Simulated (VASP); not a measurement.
# Mg3SeS2 (P6/mmm) in VASP: notebook

Runs on Mg3SeS2. Level: PBE. Tasks: relaxation of cell and atoms.

All numbers are computed with VASP 6.6.1; they aren't measurements. Logs are shortened: lines on timing, memory, paths and dates and some standing lists are left out, and cuts for length are marked.

**1. The cell of the first run**

It takes space group P6/mmm (No. 191, hexagonal). Conventional cell: a = 5.548 Å, b = 5.548 Å, c = 4.996 Å, α = 90.00°, β = 90.00°, γ = 120.00°. Within 3.7 Å of Mg (site symmetry mmm) lie 2 Se at 2.77 Å and 4 Mg at 2.77 Å and 4 S at 2.97 Å. Within 3.7 Å of Se (site symmetry 6/mmm) lie 6 Mg at 2.77 Å. Within 3.9 Å of S (site symmetry -6m2) lie 6 Mg at 2.97 Å and 3 S at 3.20 Å.

The cell was built from a structure type or drawn by symmetry, and may not be a known phase.

**2. Relaxation of cell and atoms, PBE**

Input file INCAR:

```
SYSTEM = Mg3SeS2
PREC = Accurate
ENCUT = 600
EDIFF = 1E-6
ISMEAR = 0
SIGMA = 0.1
LREAL = .FALSE.
LASPH = .TRUE.
NELM = 80
ALGO = Normal
ISIF = 3
LWAVE = .FALSE.
LCHARG = .FALSE.
GGA = PE
IBRION = 2
NSW = 90
EDIFFG = -0.04
```

Input file KPOINTS:

```
regular mesh
0
G
  6 6 4
  0 0 0
```

Input file POSCAR:

```
Mg3SeS2
1.0
    5.5480748000      0.0000000000      0.0000000000
   -2.7740374000      4.8047737200      0.0000000000
    0.0000000000      0.0000000000      4.9960716700
Mg Se S
3 1 2
Direct
    0.5000000000      0.0000000000      0.5000000000
    0.0000000000      0.5000000000      0.5000000000
    0.5000000000      0.5000000000      0.5000000000
    0.0000000000      0.0000000000      0.5000000000
    0.3333333300      0.6666666700      0.0000000000
    0.6666666700      0.3333333300      0.0000000000
```

Potentials or basis: VASP PAW PBE potentials, release 64 (Mg, Se, S).

The run is started by

```sh
> cat potpaw_PBE.64/Mg/POTCAR potpaw_PBE.64/Se/POTCAR potpaw_PBE.64/S/POTCAR > POTCAR
> mpirun -np 1 vasp_std > vasp.out
```

OUTCAR:

```text
SYSTEM = Mg3SeS2
   PREC = Accurate
   ENCUT = 600
   EDIFF = 1E-6
   ISMEAR = 0
   LREAL = .FALSE.
   LASPH = .TRUE.
   NELM = 80
   ISIF = 3
   GGA = PE
   IBRION = 2
   NSW = 90
   EDIFFG = -0.04

 ion  position               nearest neighbor table
   1  0.500  0.000  0.500-   4 2.77   4 2.77   2 2.77   3 2.77   3 2.77   2 2.77   6 2.97   5 2.97
                             6 2.97   5 2.97
   2  0.000  0.500  0.500-   3 2.77   3 2.77   4 2.77   4 2.77   1 2.77   1 2.77   6 2.97   5 2.97
                             6 2.97   5 2.97
   3  0.500  0.500  0.500-   2 2.77   2 2.77   4 2.77   1 2.77   1 2.77   4 2.77   6 2.97   5 2.97
                             6 2.97   5 2.97
   4  0.000  0.000  0.500-   1 2.77   1 2.77   3 2.77   2 2.77   2 2.77   3 2.77
   5  0.333  0.667  0.000-   2 2.97   2 2.97   1 2.97   1 2.97   3 2.97   3 2.97
   6  0.667  0.333  0.000-   2 2.97   2 2.97   1 2.97   1 2.97   3 2.97   3 2.97

  LATTYP: Found a hexagonal cell.
 ALAT       =     5.5480748000
 C/A-ratio  =     0.9005054636

  Lattice vectors:

 A1 = (   5.5480748000,   0.0000000000,   0.0000000000)
 A2 = (  -2.7740374000,   4.8047737200,   0.0000000000)
 A3 = (   0.0000000000,   0.0000000000,   4.9960716700)

Analysis of symmetry for initial positions (statically):
=====================================================================
 Subroutine PRICEL returns:
 Original cell was already a primitive cell.

 Routine SETGRP: Setting up the symmetry group for a
 hexagonal supercell.

 Subroutine GETGRP returns: Found 24 space group operations
 (whereof 24 operations were pure point group operations)
 out of a pool of 24 trial point group operations.

The static configuration has the point symmetry D_6h.

Analysis of symmetry for dynamics (positions and initial velocities):
=====================================================================
 Subroutine PRICEL returns:
 Original cell was already a primitive cell.

 Routine SETGRP: Setting up the symmetry group for a
 hexagonal supercell.

 Subroutine GETGRP returns: Found 24 space group operations
 (whereof 24 operations were pure point group operations)
 out of a pool of 24 trial point group operations.

The dynamic configuration has the point symmetry D_6h.

 Subroutine INISYM returns: Found 24 space group operations
 (whereof 24 operations are pure point group operations),
 and found     1 'primitive' translations

----------------------------------------------------------------------------------------

                                     Primitive cell
[... 86 lines left out ...]
   PREC   = accura    normal or accurate (medium, high low for compatibility)
   ISTART =      0    job   : 0-new  1-cont  2-samecut
   ICHARG =      2    charge: 1-file 2-atom 10-const
   ISPIN  =      1    spin polarized calculation?
   LNONCOLLINEAR =      F non collinear calculations
   LSORBIT =      F    spin-orbit coupling
   LASPH  =      T    aspherical Exc in radial PAW
   ENCUT  =  600.0 eV  44.10 Ry    6.64 a.u.  11.08 11.08  9.98*2*pi/ulx,y,z
   NELM   =     80;   NELMIN=  2; NELMDL= -5     # of ELM steps
   EDIFF  = 0.1E-05   stopping-criterion for ELM
   LREAL  =      F    real-space projection
   EDIFFG = -.4E-01   stopping-criterion for IOM
   NSW    =     90    number of steps for IOM
   IBRION =      2    ionic relax: 0-MD 1-quasi-New 2-CG
   NFREE  =      1    steps in history (QN), initial steepest desc. (CG)
   ISIF   =      3    stress and relaxation
   ISYM   =      2    0-nonsym 1-usesym 2-fastsym
   POTIM  = 0.5000    time-step for ionic-motion
   TEBEG  =    0.0;   TEEND  =   0.0 temperature during run
   PSTRESS=    0.0 pullay stress
   NELECT =      24.0000    total number of electrons
   NUPDOWN=      -1.0000    fix difference up-down
   EMIN   =  10.00;   EMAX   =-10.00  energy-range for DOS
   EFERMI =   0.00;   METHOD = LEGACY
   ISMEAR =     0;   SIGMA  =   0.10  broadening in eV -4-tet -1-fermi 0-gaus
   EFERMI_NEDOS =   21; number of points for ismear=-14 and -15
   IALGO  =     38    algorithm
   IMIX   =      4    mixing-type and parameters
     AMIX     =   0.40;   BMIX     =  1.00
     AMIX_MAG =   1.60;   BMIX_MAG =  1.00
  volume/ion in A,a.u.               =      22.20       149.79
  Fermi-wavevector in a.u.,A,eV,Ry     =   0.924692  1.747415 11.633743  0.855056
  Thomas-Fermi vector in A             =   2.050466
   LORBIT       =      0    0 simple, 1 ext, 2 COOP (PROOUT), +10 PAW based schemes
   GGA     = PE    functional components
   LHFCALC =     F    Hartree Fock is set to
   AEXX    =    0.0000 exact exchange contribution
   IVDW    =     0    specifies the selected vdW correction
   LEPSILON=     F    determine dielectric tensor
   LRPA    =     F    only Hartree local field effects (RPA)
 conjugate gradient relaxation of ions
 non-spin polarized calculation
 Gauss-broadening in eV      SIGMA  =   0.10
  energy-cutoff  :      600.00
  volume of cell :      133.18
 maximum number of plane-waves:      4472
 NGX is ok and might be reduce to    48
   NGX = 23   NGY = 23   NGZ = 19

--------------------------------------- Ionic step        1  -------------------------------------------

 number of electron      24.0000000 magnetization

 Free energy of the ion-electron system (eV)
  ---------------------------------------------------
  ext. energy  EPLUGINS =         0.00000000
  ---------------------------------------------------
  free energy    TOTEN  =       -17.55193476 eV

  energy without entropy =      -17.52868427  energy(sigma->0) =      -17.54030951

------------------------ aborting loop because EDIFF is reached ----------------------------------------

  FORCE on cell =-STRESS in cart. coord.  units (eV):
  Direction    XX          YY          ZZ          XY          YZ          ZX
  --------------------------------------------------------------------------------------
  -------------------------------------------------------------------------------------
  Total        5.6245863      5.6245863    -14.5614914      0.0000000     -0.0000000      0.0000000
  in kB       67.6639364     67.6639364   -175.1751639      0.0000000     -0.0000000      0.0000000
  external PRESSURE =     -13.2824304 kB  Pullay stress =       0.0000000 kB
[... 227 lines left out ...]
--------------------------------------- Ionic step        7  -------------------------------------------

 number of electron      23.9999998 magnetization

 Free energy of the ion-electron system (eV)
  ---------------------------------------------------
  ext. energy  EPLUGINS =         0.00000000
  ---------------------------------------------------
  free energy    TOTEN  =       -22.35161602 eV

  energy without entropy =      -22.33295723  energy(sigma->0) =      -22.34228662

 E-fermi :   5.0094     XC(G=0):  -9.2062

 val. band max:        5.0086020466   @ k =   0.3333   0.0000   0.0000
 cond. band min:       5.0221729026   @ k =   0.1667   0.1667   0.0000
 fundamental gap:      0.0135708560
 Fermi energy:         5.0093569361

 k-point     1 :       0.0000    0.0000    0.0000
  band No.  band energies     occupation
      1     -10.2672      2.00000
      2      -9.3862      2.00000
      3      -7.6292      2.00000
      4      -1.4552      2.00000
      5      -1.4552      2.00000
      6      -0.2303      2.00000
[... 421 lines left out ...]
  FREE ENERGIE OF THE ION-ELECTRON SYSTEM (eV)
  ---------------------------------------------------
  free  energy   TOTEN  =       -22.3516160165 eV

  energy  without entropy=      -22.3329572263  energy(sigma->0) =      -22.34228662

 reached required accuracy - stopping structural energy minimisation
```

It took 2.5 min on 1 thread of Intel Xeon 6975P-C (Granite Rapids), shared host; peak memory 0.35 GiB.

What came out:

```yaml
Free_energy: -22.3516 eV
Relaxed_volume: 20.25 Å³/atom
Relaxed_cell: a = 6.274 Å, b = 6.274 Å, c = 3.564 Å, α = 90.00°, β = 90.00°, γ = 120.00°
Space_group_after_relaxing_to_0.1_Å: P6/mmm (No. 191)
Energy_gained_by_relaxing: 799.9 meV/atom
Ionic_steps: 7
Pressure_after_relaxing: 0.0 GPa
Band_gap_on_the_k_mesh: zero (bands 12 and 13 overlap by 0.54 eV)
```

Stress tensor (GPa, compression positive):
```
 0.06  0.00  0.00
 0.00  0.06  0.00
 0.00  0.00 -0.18
```

Step by step:
| step | energy change (eV) | largest force (eV/Å) | pressure (GPa) | volume (Å³) |
| --- | --- | --- | --- | --- |
| 1 | 0.0000 | 0.0000 | -1.33 | 133.18 |
| 2 | -2.4717 | 0.0000 | -3.32 | 128.46 |
| 3 | -4.7567 | 0.0000 | 1.09 | 118.39 |
| 4 | -4.7687 | 0.0000 | 1.99 | 117.24 |
| 5 | -4.7650 | 0.0000 | 2.42 | 116.76 |
| 6 | -4.7961 | 0.0000 | -0.73 | 123.11 |
| 7 | -4.7997 | 0.0000 | -0.02 | 121.50 |

Final structure:
```
Mg Se S
1.0
     6.27410    0.00000    0.00000
    -3.13705    5.43353    0.00000
     0.00000    0.00000    3.56401
Mg Se S
3 1 2
Cartesian
  3.1371 0.0000 1.7820
  -1.5685 2.7168 1.7820
  1.5685 2.7168 1.7820
  0.0000 0.0000 1.7820
  0.0000 3.6224 0.0000
  3.1371 1.8112 0.0000
```

Levels at points of the mesh, in eV from the Fermi level:
```csv
k point,band 9,band 10,band 11,band 12,band 13,band 14,band 15,band 16
"(0.00, 0.00, 0.00)",-3.84,-2.30,-2.30,-0.40,0.08,2.10,2.38,4.19
"(0.50, 0.00, 0.00)",-3.98,-3.11,-2.80,-0.03,0.78,1.45,1.77,3.54
"(0.00, 0.00, 0.50)",-3.82,-3.13,-3.13,-3.13,-0.26,-0.26,3.54,3.76
"(0.50, 0.00, 0.50)",-3.47,-3.44,-2.71,-2.55,0.17,1.47,2.28,2.73
```

Caveat: semilocal functionals underestimate gaps, so a narrow gap can read as zero; a cell axis changed by over 15 % at a fixed basis, so the end point is rough.

**3. Relaxation of cell and atoms, PBE**

This run uses another cell than the first one, of 20.31 Å³/atom.

Input file INCAR:

```
SYSTEM = Mg3SeS2
ALGO = Normal
EDIFF = 1E-6
EDIFFG = -0.01
ENCUT = 600
GGA = PE
IBRION = 2
ISIF = 3
ISMEAR = 0
LASPH = .True.
LCHARG = .False.
LREAL = .False.
LWAVE = .False.
NELM = 80
NSW = 100
PREC = Accurate
SIGMA = 0.1
```

Input file KPOINTS:

```
k-points
0
Gamma
  6 6 10
  0 0 0
```

Input file POSCAR:

```
Mg3SeS2
1.0
    6.2814591775      0.0000000000      0.0000000000
   -3.1407295888      5.4399032206      0.0000000000
    0.0000000000      0.0000000000      3.5663562744
Mg Se S
3 1 2
Direct
    0.5000000000      0.0000000000      0.5000000000
    0.0000000000      0.5000000000      0.5000000000
    0.5000000000      0.5000000000      0.5000000000
    0.0000000000      0.0000000000      0.5000000000
    0.3333333333      0.6666666667      0.0000000000
    0.6666666667      0.3333333333      0.0000000000
```

Potentials or basis: VASP PAW PBE potentials, release 64 (Mg, Se, S).

The run is started by

```sh
> cat potpaw_PBE.64/Mg/POTCAR potpaw_PBE.64/Se/POTCAR potpaw_PBE.64/S/POTCAR > POTCAR
> mpirun -np 1 vasp_std > vasp.out
```

Run time: 2.6 min. Hardware: 1 thread of Intel Xeon 6975P-C (Granite Rapids), shared host; peak memory 0.33 GiB.

The run converged. Its results:

- Free energy: -22.3626 eV
- Relaxed volume: 20.17 Å³/atom
- Relaxed cell: a = 6.254 Å, b = 6.254 Å, c = 3.572 Å, α = 90.00°, β = 90.00°, γ = 120.00°
- Space group after relaxing (to 0.1 Å): P6/mmm (No. 191)
- Energy gained by relaxing: 0.3 meV/atom
- Ionic steps: 7
- Pressure after relaxing: 0.0 GPa
- Band gap on the k mesh: zero (bands 12 and 13 overlap by 0.63 eV)

Step by step:
```csv
step,energy change (eV),largest force (eV/Å),pressure (GPa),volume (Å³)
1,0.0000,0.0000,-0.31,121.86
2,-0.0014,0.0000,-0.02,121.16
3,-0.0015,0.0000,0.05,120.95
4,-0.0015,0.0000,0.10,120.86
5,-0.0015,0.0000,0.10,120.89
6,-0.0015,0.0000,0.08,120.92
7,-0.0017,0.0000,0.01,121.02
```

Final structure:
```
Mg Se S
1.0
     6.25447    0.00000    0.00000
    -3.12724    5.41653    0.00000
     0.00000    0.00000    3.57233
Mg Se S
3 1 2
Direct
  0.50000 0.00000 0.50000
  0.00000 0.50000 0.50000
  0.50000 0.50000 0.50000
  0.00000 0.00000 0.50000
  0.33333 0.66667 0.00000
  0.66667 0.33333 0.00000
```

Levels at points of the mesh, in eV from the Fermi level:
| k point | band 8 | band 9 | band 10 | band 11 | band 12 | band 13 | band 14 | band 15 | band 16 |
| --- | --- | --- | --- | --- | --- | --- | --- | --- | --- |
| (0.00, 0.00, 0.00) | -4.40 | -3.95 | -2.29 | -2.29 | -0.47 | 0.16 | 1.98 | 2.34 | 4.15 |
| (0.50, 0.00, 0.00) | -4.17 | -4.10 | -3.12 | -2.79 | 0.04 | 0.69 | 1.36 | 1.74 | 3.53 |
| (0.00, 0.00, 0.50) | -3.87 | -3.87 | -3.14 | -3.14 | -3.03 | -0.33 | -0.33 | 3.52 | 3.76 |
| (0.50, 0.00, 0.50) | -4.18 | -3.52 | -3.46 | -2.61 | -2.54 | 0.12 | 1.46 | 2.22 | 2.69 |

Caveat: semilocal functionals underestimate gaps, so a narrow gap can read as zero.
